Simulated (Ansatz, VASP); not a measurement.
# Two plane-wave programs on Al

Contents of INCAR:

```
  PREC = Accurate
  ENCUT = 520
  EDIFF = 1E-6
  ISMEAR = 0
  SIGMA = 0.15
  LREAL = F
  LASPH = T
  NELM = 60
  ALGO = Fast
  ISIF = 2
  LWAVE = F
  LCHARG = F
  GGA = PE
  NBANDS = 8
```

Contents of KPOINTS:

```
Automatic mesh
0
Gamma
  20 20 20
```

File POSCAR:

```
Al
1.0
   -1.5892038109      1.7590423861      1.6175102401
    1.5892038109     -1.7590423861      1.6175102401
    1.4759780941      1.6458166693     -1.6175102401
Al
1
Direct
    0.0000000000      0.0000000000      0.0000000000
```

Input for Ansatz:

```yaml
crystal:
  lattice:
    - [-1.5892038109, 1.7590423861, 1.6175102401]
    - [1.5892038109, -1.7590423861, 1.6175102401]
    - [1.4759780941, 1.6458166693, -1.6175102401]
  atoms:
    - { symbol: Al, position: [0.0, 0.0, 0.0] }
basis:
  ecutwfc: 420
kpoints:
  mp_grid: { grid: [20, 20, 20] }
hamiltonian:
  xc: pbe
scf:
  occupations: { method: gaussian, width: 0.15 }
output:
  forces: true
  stress: true
  eigenvalues: true
```

Change from the starting cell: engineering shear strain xy -0.0700, strain +e along x and -e along y -0.0525.

Alike in both runs: task single point; functional PBE; k mesh 20 × 20 × 20; occupations gaussian, width 0.15 eV; no spin polarisation.

|  | VASP | Ansatz |
| --- | --- | --- |
| version | VASP 6.6.1 | Ansatz 0.2.0 |
| potentials or method | VASP PAW PBE potentials, release 64 (Al), cutoff 520 eV | scalar-relativistic, plane waves, PAW |
| valence electrons in the cell | 3 | 3 |

|  | VASP | Ansatz | Ansatz less VASP |
| --- | --- | --- | --- |
| gap on the k mesh at the Fermi level (eV) | none | none | - |
| pressure (GPa) | 0.6 | 0.6 | +0.02 |
| traceless stress, the component that is largest in VASP (GPa) | 2.85 | 2.86 | +0.009 |

A gap of «none» marks a metal or a gap that the smearing closes.
